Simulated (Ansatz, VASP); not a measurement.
## One calculation of Si, two programs

```
Si
1.0
     3.61815    0.00000    0.00000
    -1.80908    3.13341    0.00000
     0.00000    0.00000    6.94287
Si
4
Direct
  0.33333 0.66667 0.04872
  0.66667 0.33333 0.54872
  0.33333 0.66667 0.45128
  0.66667 0.33333 0.95128
```

Alike in both runs: task single point; functional LDA; k mesh 12 × 12 × 6; occupations gaussian, width 0.03 eV; no spin polarisation.

|  | VASP | Ansatz |
| --- | --- | --- |
| version | VASP 6.6.1 | Ansatz 0.2.0 |
| potentials or method | VASP PAW LDA potentials, release 64 (Si), cutoff 520 eV | scalar-relativistic, plane waves, PAW |
| valence electrons in the cell | 16 | 16 |

|  | VASP | Ansatz | Ansatz less VASP |
| --- | --- | --- | --- |
| gap on the k mesh at the Fermi level (eV) | 0.15 | 0.15 | 0.000 |
| least direct gap on the mesh (eV) | 0.20 | 0.20 | -0.004 |
| pressure (GPa) | 8.6 | 8.5 | -0.06 |
| traceless stress, the component that is largest in VASP (GPa) | -20.68 | -20.56 | +0.117 |
| rms of the force components (eV/Å) | 1.258 | 1.257 | -0.0010 |

Ansatz warns that its potentials were made for another functional, while VASP's fit it. LDA's correlation is that of Perdew and Zunger in VASP and of Perdew and Wang (1992) in Ansatz. Atom by atom the forces differ by 0.001 eV/Å (rms over components).
